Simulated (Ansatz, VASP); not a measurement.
**One calculation of CdTe2Pb3, two programs**

The input INCAR:

```
PREC = Accurate
ENCUT = 600
EDIFF = 1E-7
ISMEAR = 0
SIGMA = 0.2
LREAL = F
LASPH = T
NELM = 60
ALGO = Fast
ISIF = 3
LWAVE = F
LCHARG = F
GGA = PE
IBRION = 2
NSW = 36
EDIFFG = -0.08
```

The input KPOINTS:

```
regular mesh
0
Gamma
  4 4 2
```

POSCAR

```
CdTe2Pb3
1.0
    4.5851428300      0.0000000000      0.0000000000
    0.0000000000      4.5851428300      0.0000000000
    0.0000000000      0.0000000000      7.6270916100
Cd Te Pb
1 2 3
Direct
    0.5000000000      0.5000000000      0.0000000000
    0.5000000000      0.0000000000      0.2671410100
    0.0000000000      0.5000000000      0.7328589900
    0.0000000000      0.0000000000      0.0000000000
    0.5000000000      0.0000000000      0.6756250300
    0.0000000000      0.5000000000      0.3243749700
```

Input for Ansatz:

```yaml
crystal:
  lattice:
    - [4.58514283, 0.0, 0.0]
    - [0.0, 4.58514283, 0.0]
    - [0.0, 0.0, 7.62709161]
  atoms:
    - { symbol: Cd, position: [0.5, 0.5, 0.0] }
    - { symbol: Te, position: [0.5, 0.0, 0.26714101] }
    - { symbol: Te, position: [0.0, 0.5, 0.73285899] }
    - { symbol: Pb, position: [0.0, 0.0, 0.0] }
    - { symbol: Pb, position: [0.5, 0.0, 0.67562503] }
    - { symbol: Pb, position: [0.0, 0.5, 0.32437497] }
basis:
  ecutwfc: 420
kpoints:
  mp_grid: { grid: [4, 4, 2] }
hamiltonian:
  xc: pbe
scf:
  occupations: { method: gaussian, width: 0.2 }
  lower_state_search: "off"
output:
  forces: true
  stress: true
  eigenvalues: true
relax:
  adjacent_minimum: "off"
  f_tol: 0.08
  max_steps: 16
  cell: { stress_tol: 0.8 }
```

Change from the starting cell: species swapped into the Mn3CoAs2 type (P-4m2, No. 115).

Alike in both runs: task relaxation of cell and atoms; functional PBE; k mesh 4 × 4 × 2; occupations gaussian, width 0.2 eV; no spin polarisation.

|  | VASP | Ansatz |
| --- | --- | --- |
| version | VASP 6.6.1 | Ansatz 0.2.0 |
| potentials or method | VASP PAW PBE potentials, release 64 (Cd, Te, Pb_d), cutoff 600 eV | scalar-relativistic, plane waves, PAW |
| valence electrons in the cell | 66 | 94 |

```csv
,VASP,Ansatz,Ansatz less VASP
"gap on the k mesh at the Fermi level, each at its own relaxed structure (eV)",none,none,-
relaxed volume (Å³/atom),32.78,32.64,-0.147
relaxed length of the cell vector where the two differ most in proportion (Å),9.176,9.306,+0.1301
```

A gap of «none» marks a metal or a gap that the smearing closes. VASP's potentials hold 66 valence electrons a cell and Ansatz's 94, so a difference there can come from the potentials and not from the codes.

The k mesh is coarse, so the values compare programs but aren't converged. Neither program's run includes spin-orbit coupling. Noted on VASP's run: the volume moved by over 15 % at a fixed basis, so the end points are rough.
